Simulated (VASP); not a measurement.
# TiO2 (R-3m) in VASP: relaxation of cell and atoms with PBE+D3(BJ)

Aim: the relaxation of cell and atoms of TiO2 with PBE+D3(BJ).

All numbers are computed with VASP 6.6.1; they aren't measurements. Logs are shortened: lines on timing, memory, paths and dates and some standing lists are left out, and cuts for length are marked.

### 1 The cell of the first run

Symmetry: R-3m, No. 166, trigonal system. Conventional cell: a = 2.975 Å, b = 2.975 Å, c = 14.565 Å, α = 90.00°, β = 90.00°, γ = 120.00°. Ti (site symmetry -3m) has 6 O at 1.97 Å within 2.6 Å. O (site symmetry 3m) has 3 Ti at 1.97 Å and 3 O at 2.59 Å within 2.6 Å.

### 2 Relaxation of cell and atoms, PBE+D3(BJ)

The input, INCAR:

```
PREC     = Accurate       # precision mode
ENCUT    = 600            # plane-wave cutoff, eV
EDIFF    = 1E-6           # SCF threshold, eV
ISMEAR   = 0              # smearing method
SIGMA    = 0.02           # smearing width, eV
LREAL    = False          # projectors in reciprocal space
LASPH    = True           # aspherical terms in the spheres
NELM     = 100            # most SCF steps
ALGO     = Normal         # electronic algorithm
ISIF     = 3              # what is computed and relaxed
LWAVE    = False          # write WAVECAR
LCHARG   = False          # write CHGCAR
GGA      = PE             # functional
IVDW     = 12             # dispersion correction
IBRION   = 2              # ionic algorithm
NSW      = 100            # ionic steps
EDIFFG   = -0.01          # ionic threshold
```

The input, KPOINTS:

```
Automatic mesh
0
Gamma
  12 12 12
```

The input, POSCAR:

```
TiO2
1.0
    1.4873175284      0.8587031754      4.8549639105
   -1.4873175284      0.8587031754      4.8549639105
    0.0000000000     -1.7174063508      4.8549639105
Ti O
1 2
Direct
    0.0000000000      0.0000000000      0.0000000000
    0.6002383688      0.6002383688      0.6002383688
    0.3997616312      0.3997616312      0.3997616312
```

Potentials or basis: VASP PAW PBE potentials, release 64 (Ti_sv, O).

The run is started by

```
$ cat potpaw_PBE.64/Ti_sv/POTCAR potpaw_PBE.64/O/POTCAR > POTCAR
$ mpirun -np 1 vasp_std > vasp.out
```

OUTCAR:

```text
PREC = Accurate
   ENCUT = 600
   EDIFF = 1E-6
   ISMEAR = 0
   LREAL = False
   LASPH = True
   NELM = 100
   ISIF = 3
   GGA = PE
   IVDW = 12
   IBRION = 2
   NSW = 100
   EDIFFG = -0.01
 IVDW          = 12

 ion  position               nearest neighbor table
   1  0.000  0.000  0.000-   2 1.97   2 1.97   3 1.97   3 1.97   2 1.97   3 1.97
   2  0.600  0.600  0.600-   1 1.97   1 1.97   1 1.97
   3  0.400  0.400  0.400-   1 1.97   1 1.97   1 1.97

  LATTYP: Found a trigonal (rhomboedric) cell.
 ALAT       =     5.1497727276
 COS(alpha) =     0.8331749506

  Lattice vectors:

 A1 = (   1.4873175284,   0.8587031754,   4.8549639105)
 A2 = (  -1.4873175284,   0.8587031754,   4.8549639105)
 A3 = (   0.0000000000,  -1.7174063508,   4.8549639105)

Analysis of symmetry for initial positions (statically):
=====================================================================
 Subroutine PRICEL returns:
 Original cell was already a primitive cell.

 Routine SETGRP: Setting up the symmetry group for a
 trigonal (rhombohedral) supercell.

 Subroutine GETGRP returns: Found 12 space group operations
 (whereof 12 operations were pure point group operations)
 out of a pool of 12 trial point group operations.

The static configuration has the point symmetry D_3d.

Analysis of symmetry for dynamics (positions and initial velocities):
=====================================================================
 Subroutine PRICEL returns:
 Original cell was already a primitive cell.

 Routine SETGRP: Setting up the symmetry group for a
 trigonal (rhombohedral) supercell.

 Subroutine GETGRP returns: Found 12 space group operations
 (whereof 12 operations were pure point group operations)
 out of a pool of 12 trial point group operations.

The dynamic configuration has the point symmetry D_3d.

 Subroutine INISYM returns: Found 12 space group operations
 (whereof 12 operations are pure point group operations),
 and found     1 'primitive' translations

----------------------------------------------------------------------------------------

                                     Primitive cell

  volume of cell :      37.2035

  direct lattice vectors                    reciprocal lattice vectors
     1.487317528  0.858703175  4.854963911     0.336175692  0.194091127  0.068658252
    -1.487317528  0.858703175  4.854963911    -0.336175692  0.194091127  0.068658252
     0.000000000 -1.717406351  4.854963911     0.000000000 -0.388182253  0.068658252

  length of vectors
     5.149772728  5.149772728  5.149772728     0.394207328  0.394207328  0.394207328

  position of ions in fractional coordinates (direct lattice)
     0.000000000  0.000000000  0.000000000
     0.600238369  0.600238369  0.600238369
     0.399761631  0.399761631  0.399761631

  ion indices of the primitive-cell ions
   primitive index   ion index
                 1           1
                 2           2
                 3           3

----------------------------------------------------------------------------------------

 KPOINTS: Automatic mesh

Automatic generation of k-mesh.
 Grid dimensions read from file:
 generate k-points for:   12   12   12

 Generating k-lattice:

  Cartesian coordinates                     Fractional coordinates (reciprocal lattice)
     0.028014641  0.016174261  0.005721521     0.083333333  0.000000000  0.000000000
    -0.028014641  0.016174261  0.005721521     0.000000000  0.083333333  0.000000000
     0.000000000 -0.032348521  0.005721521     0.000000000  0.000000000  0.083333333

  Length of vectors
     0.032850611  0.032850611  0.032850611

  Shift w.r.t. Gamma in fractional coordinates (k-lattice)
     0.000000000  0.000000000  0.000000000

 Subroutine IBZKPT returns following result:
 ===========================================

 Found    189 irreducible k-points:

 Following reciprocal coordinates:
            Coordinates               Weight
  0.000000  0.000000  0.000000      1.000000
  0.083333 -0.000000  0.000000      6.000000
  0.166667 -0.000000 -0.000000      6.000000
  0.250000  0.000000  0.000000      6.000000
  0.333333 -0.000000  0.000000      6.000000
  0.416667 -0.000000  0.000000      6.000000
[... 16 lines left out ...]
  0.500000  0.166667 -0.000000     12.000000
 -0.416667  0.166667  0.000000     12.000000
 [... further k-points ...]
   k-points           NKPTS =    189   k-points in BZ     NKDIM =    189   number of bands    NBANDS=     16
   number of dos      NEDOS =    301   number of ions     NIONS =      3
   total plane-waves  NPLWV =  74088
   dimension x,y,z NGX =    42 NGY =   42 NGZ =   42
   dimension x,y,z NGXF=    84 NGYF=   84 NGZF=   84
   ions per type =               1   2
   NGX,Y,Z   is equivalent  to a cutoff of  13.56, 13.56, 13.56 a.u.
   NGXF,Y,Z  is equivalent  to a cutoff of  27.12, 27.12, 27.12 a.u.
 SYSTEM =  unknown system
   PREC   = accura    normal or accurate (medium, high low for compatibility)
   ISTART =      0    job   : 0-new  1-cont  2-samecut
   ICHARG =      2    charge: 1-file 2-atom 10-const
   ISPIN  =      1    spin polarized calculation?
   LNONCOLLINEAR =      F non collinear calculations
   LSORBIT =      F    spin-orbit coupling
   LASPH  =      T    aspherical Exc in radial PAW
   ENCUT  =  600.0 eV  44.10 Ry    6.64 a.u.  10.29 10.29 10.29*2*pi/ulx,y,z
   NELM   =    100;   NELMIN=  2; NELMDL= -5     # of ELM steps
   EDIFF  = 0.1E-05   stopping-criterion for ELM
   LREAL  =      F    real-space projection
   EDIFFG = -.1E-01   stopping-criterion for IOM
   NSW    =    100    number of steps for IOM
   IBRION =      2    ionic relax: 0-MD 1-quasi-New 2-CG
   NFREE  =      1    steps in history (QN), initial steepest desc. (CG)
   ISIF   =      3    stress and relaxation
   ISYM   =      2    0-nonsym 1-usesym 2-fastsym
   POTIM  = 0.5000    time-step for ionic-motion
   TEBEG  =    0.0;   TEEND  =   0.0 temperature during run
   PSTRESS=    0.0 pullay stress
   NELECT =      24.0000    total number of electrons
   NUPDOWN=      -1.0000    fix difference up-down
   EMIN   =  10.00;   EMAX   =-10.00  energy-range for DOS
   EFERMI =   0.00;   METHOD = LEGACY
   ISMEAR =     0;   SIGMA  =   0.02  broadening in eV -4-tet -1-fermi 0-gaus
   EFERMI_NEDOS =   21; number of points for ismear=-14 and -15
   IALGO  =     38    algorithm
   IMIX   =      4    mixing-type and parameters
     AMIX     =   0.40;   BMIX     =  1.00
     AMIX_MAG =   1.60;   BMIX_MAG =  1.00
  volume/ion in A,a.u.               =      12.40        83.69
  Fermi-wavevector in a.u.,A,eV,Ry     =   1.414547  2.673105 27.224467  2.000942
  Thomas-Fermi vector in A             =   2.536077
   LORBIT       =      0    0 simple, 1 ext, 2 COOP (PROOUT), +10 PAW based schemes
   GGA     = PE    functional components
   LHFCALC =     F    Hartree Fock is set to
   AEXX    =    0.0000 exact exchange contribution
   IVDW    =    12    specifies the selected vdW correction
   LEPSILON=     F    determine dielectric tensor
   LRPA    =     F    only Hartree local field effects (RPA)
 conjugate gradient relaxation of ions
 non-spin polarized calculation
 Gauss-broadening in eV      SIGMA  =   0.02
  energy-cutoff  :      600.00
  volume of cell :       37.20
 maximum number of plane-waves:      1261
 NGX is ok and might be reduce to    42
   NGX = 21   NGY = 21   NGZ = 21

--------------------------------------- Ionic step        1  -------------------------------------------

 number of electron      24.0000001 magnetization

 Free energy of the ion-electron system (eV)
  ---------------------------------------------------
  ext. energy  EPLUGINS =         0.00000000
  ---------------------------------------------------
  free energy    TOTEN  =       -26.45722724 eV

  energy without entropy =      -26.45722724  energy(sigma->0) =      -26.45722724

------------------------ aborting loop because EDIFF is reached ----------------------------------------

 Edisp (eV)   -0.60034

 E8    (eV) :    -0.2337

  FORCE on cell =-STRESS in cart. coord.  units (eV):
  Direction    XX          YY          ZZ          XY          YZ          ZX
  --------------------------------------------------------------------------------------
  -------------------------------------------------------------------------------------
  Total       0.05740     0.05740     0.01839     0.00000    -0.00000     0.00000
  in kB       2.47213     2.47213     0.79181     0.00000    -0.00000     0.00000
  external pressure =        1.91 kB  Pullay stress =        0.00 kB
[... 268 lines left out ...]
  energy  without entropy=      -27.0577217734  energy(sigma->0) =      -27.05772177

--------------------------------------- Ionic step        8  -------------------------------------------

 number of electron      24.0000001 magnetization

 Free energy of the ion-electron system (eV)
  ---------------------------------------------------
  ext. energy  EPLUGINS =         0.00000000
  ---------------------------------------------------
  free energy    TOTEN  =       -26.45446477 eV

  energy without entropy =      -26.45446477  energy(sigma->0) =      -26.45446477

 E-fermi :   2.6407     XC(G=0): -10.1294

 val. band max:        2.5237288125   @ k =  -0.1667   0.0833   0.0000
 cond. band min:       4.9344233431   @ k =   0.0000   0.0000   0.0000
 fundamental gap:      2.4106945306
 Fermi energy:         2.6407444052

 k-point     1 :       0.0000    0.0000    0.0000
  band No.  band energies     occupation
      1     -54.1039      2.00000
      2     -30.3731      2.00000
      3     -30.0812      2.00000
      4     -30.0812      2.00000
      5     -15.2924      2.00000
      6     -13.3875      2.00000
[... 8 lines left out ...]
     15       6.5713      0.00000
     16       9.1624      0.00000
[... 420 lines left out ...]
  band No.  band energies     occupation
      1     -54.0242      2.00000
      2     -30.6314      2.00000
      3     -30.2989      2.00000
      4     -30.2281      2.00000
      5     -14.1558      2.00000
      6     -13.7362      2.00000
[... 8 lines left out ...]
     15       6.1866      0.00000
     16       8.6560      0.00000

 [... further k-points ...]

------------------------ aborting loop because EDIFF is reached ----------------------------------------

 Edisp (eV)   -0.60328

 E8    (eV) :    -0.2349

  FORCE on cell =-STRESS in cart. coord.  units (eV):
  Direction    XX          YY          ZZ          XY          YZ          ZX
  --------------------------------------------------------------------------------------
  -------------------------------------------------------------------------------------
  Total       0.01229     0.01229    -0.02588     0.00000    -0.00000     0.00000
  in kB       0.53156     0.53156    -1.11918     0.00000    -0.00000     0.00000
  external pressure =       -0.02 kB  Pullay stress =        0.00 kB
[... 18 lines left out ...]
  FREE ENERGIE OF THE ION-ELECTRON SYSTEM (eV)
  ---------------------------------------------------
  free  energy   TOTEN  =       -27.0577441509 eV

  energy  without entropy=      -27.0577441509  energy(sigma->0) =      -27.05774415

 reached required accuracy - stopping structural energy minimisation
```

It took 10 min on 1 thread of AMD EPYC 9R45 (Zen 5), shared host; peak memory 0.35 GiB.

What came out:

| Item | Value |
| --- | --- |
| Free energy | -27.0577 eV |
| Relaxed volume | 12.35 Å³/atom |
| Relaxed cell | a = 5.132 Å, b = 5.132 Å, c = 5.132 Å, α = 33.69°, β = 33.69°, γ = 33.69° |
| Space group after relaxing (to 0.1 Å) | R-3m (No. 166) |
| Energy gained by relaxing | 0.1 meV/atom |
| Ionic steps | 8 |
| Pressure after relaxing | 0.0 GPa |
| Largest force after relaxing | 0.007 eV/Å |
| Band gap on the k mesh | 2.41 eV (least direct gap 2.76 eV) |
| Dispersion energy per atom | -0.201 eV |

Forces on the atoms (eV/Å):
```
Ti   0.000  0.000  0.000
O    0.000  0.000  0.007
O    0.000  0.000 -0.007
```

The path:
| step | energy change (eV) | largest force (eV/Å) | pressure (GPa) | volume (Å³) |
| --- | --- | --- | --- | --- |
| 1 | 0.0000 | 0.0361 | 0.19 | 37.20 |
| 2 | 0.0001 | 0.0279 | -0.47 | 37.28 |
| 3 | 0.0000 | 0.0102 | -0.09 | 37.24 |
| 4 | -0.0001 | 0.0065 | -0.09 | 37.21 |
| 5 | -0.0001 | 0.0040 | -0.07 | 37.15 |
| 6 | -0.0001 | 0.0253 | -0.02 | 37.01 |
| 7 | -0.0001 | 0.0158 | -0.02 | 37.07 |
| 8 | -0.0002 | 0.0073 | 0.00 | 37.05 |

Final structure:
```xyz
3
Lattice="1.4872 0.8586 4.8358 -1.4872 0.8586 4.8358 0.0000 -1.7172 4.8358" Properties=species:S:1:pos:R:3 pbc="T T T"
Ti    0.0000    0.0000    0.0000
O     0.0000    0.0000    8.7022
O     0.0000    0.0000    5.8052
```
